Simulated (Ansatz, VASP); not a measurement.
## PbS: VASP beside Ansatz

```xyz
2
Lattice="3.4596 0.0000 0.0000 0.0000 3.4596 0.0000 0.0000 0.0000 3.4596" Properties=species:S:1:pos:R:3 pbc="T T T"
Pb    0.0000    0.0000    0.0000
S     1.7298    1.7298    1.7298
```

Alike in both runs: task single point; functional r2SCAN; dispersion D3(BJ); k mesh 10 × 10 × 10; occupations gaussian, width 0.05 eV; no spin polarisation.

|  | VASP | Ansatz |
| --- | --- | --- |
| version | VASP 6.6.1 | Ansatz 0.2.0 |
| potentials or method | VASP PAW PBE potentials, release 64 (Pb_d, S), cutoff 550 eV | scalar-relativistic, plane waves, PAW |
| valence electrons in the cell | 20 | 20 |

|  | VASP | Ansatz | Ansatz less VASP |
| --- | --- | --- | --- |
| gap on the k mesh at the Fermi level (eV) | none | none | - |
| pressure (GPa) | 10.8 | 10.8 | -0.08 |

VASP's potentials were made for PBE, not for r2SCAN. A gap of «none» marks a metal or a gap that the smearing closes. Ansatz's warnings: dispersion damping borrowed.

Neither program's run includes spin-orbit coupling.
